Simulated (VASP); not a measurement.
Here is a VASP 6.6.1 calculation.

INCAR

```
ALGO = Normal
EDIFF = 1E-7
ENCUT = 520
GGA = PE
ISIF = 2
ISMEAR = 0
IVDW = 12
LASPH = True
LCHARG = False
LREAL = False
LWAVE = False
NBANDS = 20
NELM = 60
PREC = Accurate
SIGMA = 0.05
```

KPOINTS

```
k-points
0
Gamma
  9 9 4
```

The input POSCAR:

```
Al2O3
1.0
    2.7886129015      0.0000000000      0.0000000000
   -1.3943064508      2.4150096140      0.0000000000
    0.0000000000      0.0000000000      7.0962667811
Al O
2 3
Direct
    0.0000000000      0.0000000000      0.1907358529
    0.0000000000      0.0000000000      0.8092641471
    0.3333333333      0.6666666667      0.2772396691
    0.6666666667      0.3333333333      0.0000000000
    0.3333333333      0.6666666667      0.7227603309
```

Potentials or basis: VASP PAW PBE potentials, release 64 (Al, O).

Command:

```sh
$ cat potpaw_PBE.64/Al/POTCAR potpaw_PBE.64/O/POTCAR > POTCAR
$ mpirun -np 1 vasp_std > vasp.out
```

(1) What does it give for the band gap on the k mesh?

(2) What does it give for the dispersion energy per atom?

Answers

(1) 5.52 eV, indirect (least direct gap 5.70 eV).

(2) -0.212 eV.

Caveat: forces of over 1 eV/Å act on the atoms, so gaps and moduli don't describe the material at rest.
